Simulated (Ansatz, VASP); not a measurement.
## Two plane-wave programs on AlN

```
CELL_PARAMETERS angstrom
0.00000 2.18884 2.18884
2.18884 0.00000 2.18884
2.18884 2.18884 0.00000
ATOMIC_POSITIONS crystal
Al 0.00000 0.00000 0.00000
N 0.75000 0.75000 0.75000
```

Alike in both runs: task single point; functional PBEsol; k mesh 10 × 10 × 10; occupations gaussian, width 0.02 eV; no spin polarisation.

```csv
,VASP,Ansatz
version,VASP 6.6.1,Ansatz 0.2.0
potentials or method,"VASP PAW PBE potentials, release 64 (Al, N), cutoff 520 eV","scalar-relativistic, plane waves, PAW"
valence electrons in the cell,8,8
```

VASP gave:

```
gap on the k mesh at the Fermi level (eV) : 3.18
least direct gap on the mesh (eV)         : 4.07
```

Which values does Ansatz return?

gap on the k mesh at the Fermi level (eV): 3.19; least direct gap on the mesh (eV): 4.06.

VASP's potentials were made for PBE, not for PBEsol.
